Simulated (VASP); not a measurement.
Here is a VASP 6.6.1 calculation.

Contents of INCAR:

```
SYSTEM = Al12H3C
PREC = Accurate
ENCUT = 520
EDIFF = 1E-6
ISMEAR = 0
SIGMA = 0.1
LREAL = Auto
LASPH = .True.
NELM = 80
ALGO = Normal
ISIF = 2
LWAVE = .False.
LCHARG = .False.
GGA = PS
NBANDS = 36
```

The input KPOINTS:

```
regular mesh
0
Gamma
  3 3 1
  0 0 0
```

POSCAR

```
Al12H3C
1.0
    5.7275650000      0.0000000000      0.0000000000
    2.8637820000      4.9602170000      0.0000000000
    0.0000000000      0.0000000000     15.6765370000
Al C H
12 1 3
Direct
    0.1666666208      0.1666667003      0.0637895984
    0.6666667081      0.1666667003      0.0637895984
    0.1666666712      0.6666665995      0.0637895984
    0.6666667585      0.6666665995      0.0637895984
   -0.1697680206      0.3312578865      0.2060539263
    0.3347180558      0.3343873867      0.2112417430
   -0.1649700010      0.8365652148      0.2092014965
    0.3370223978      0.8330893588      0.2085695967
   -0.0266906556      0.0368046398      0.3525436134
    0.4878787154     -0.0002255950      0.3525045104
   -0.0364930159      0.5180045550      0.3495390596
    0.4779424027      0.5174642561      0.3570048028
    0.1151226858      0.5226079827      0.4661533348
    0.0291910440      0.3894428409      0.4811295377
    0.3204623642      0.4091264556      0.4925205739
    0.0010772251      0.7213936406      0.4971217814
```

Potentials or basis: VASP PAW PBE potentials, release 64 (Al, C, H).

The run is started by

```bash
$ cat potpaw_PBE.64/Al/POTCAR potpaw_PBE.64/C/POTCAR potpaw_PBE.64/H/POTCAR > POTCAR
$ mpirun -np 1 vasp_std > vasp.out
```

(1) Predict the band gap on the k mesh.

(2) What does it give for the largest force?

Results:

(1) zero (an odd number of electrons rules out a gap without spin polarisation).

(2) 0.582 eV/Å.

Caveat: the k points lie up to 0.42 Å⁻¹ apart, too coarse for converged energies and pressures of a metal; the PAW data sets were made with another functional, which shifts forces and pressure a little.
